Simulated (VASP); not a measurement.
## Re: relaxation of cell and atoms with PBE

The system is Re.

```
Re
1.0
     2.75000    0.00000    0.00000
    -1.37500    2.38157    0.00000
     0.00000    0.00000    4.49075
Re
2
Direct
  0.33333 0.66667 0.25000
  0.66667 0.33333 0.75000
```

```
Program                : VASP 6.6.1
Task                   : relaxation of cell and atoms
Functional             : PBE
Potentials or basis    : VASP PAW PBE potentials, release 64 (Re)
Cutoff                 : 600 eV
k mesh                 : 10 × 10 × 6
Occupations            : fermi-dirac, width 0.05 eV
Spin                   : no spin polarisation
Target pressure        : 40 GPa
Dipole correction      : no
Further INCAR settings : ALGO = Normal; EDIFF = 1e-06; IBRION = 2; EDIFFG = -0.03; NSW = 80; ISIF = 3
```

* Relaxed volume: 13.67 Å³/atom
* Relaxed cell: a = 2.691 Å, b = 2.691 Å, c = 4.358 Å, α = 90.00°, β = 90.00°, γ = 120.00°
* Space group after relaxing (to 0.1 Å): P6_3/mmc (No. 194)
* Energy change on relaxing (the run minimises the enthalpy): +139.4 meV/atom
* Ionic steps: 10
* Pressure after relaxing: 40.0 GPa
* Band gap on the k mesh: zero (bands 7 and 8 overlap by 3.79 eV)

The path:
```csv
step,energy change (eV),largest force (eV/Å),pressure (GPa),volume (Å³)
1,0.0000,0.0000,5.73,29.41
2,13.4250,0.0000,557.66,17.95
3,0.1844,0.0000,31.83,27.76
4,0.2423,0.0000,36.93,27.49
5,0.2817,0.0000,40.10,27.33
6,0.2919,0.0000,40.95,27.29
7,0.2288,0.0000,35.83,27.55
8,0.2705,0.0000,39.34,27.37
9,0.3004,0.0000,41.69,27.25
10,0.2788,0.0000,40.04,27.34
```

Final structure:
```yaml
crystal:
  lattice:
    - [2.69130, 0.00000, 0.00000]
    - [-1.34565, 2.33074, 0.00000]
    - [0.00000, 0.00000, 4.35778]
  atoms:
    - { symbol: Re, position: [0.33333, 0.66667, 0.25000] }
    - { symbol: Re, position: [0.66667, 0.33333, 0.75000] }
```

Levels at points of the mesh, in eV from the Fermi level:
```
           k point  band 3  band 4  band 5  band 6  band 7  band 8  band 9  band 10  band 11
(0.00, 0.00, 0.00)   -1.83   -1.79   -1.79   -0.85   -0.85    0.20    0.20     0.76     3.71
(0.50, 0.00, 0.00)   -5.83   -2.17   -1.74   -1.52   -0.67    4.46    4.87     5.05     6.75
(0.00, 0.00, 0.50)   -2.63   -2.63   -1.92   -1.92   -1.92   -1.92    2.83     2.83     2.83
(0.50, 0.00, 0.50)   -4.57   -4.57    0.41    0.41    1.09    1.09    4.80     4.80     5.29
```

Run time: 2.3 min on 1 thread of AMD EPYC 7R13 Processor (Zen 3) (shared host), peak memory 0.14 GiB.

Caveat: the cell is relaxed towards a set pressure, so the run minimises the enthalpy, not the energy; spin-orbit coupling is left out, which moves the levels of the heavy elements.
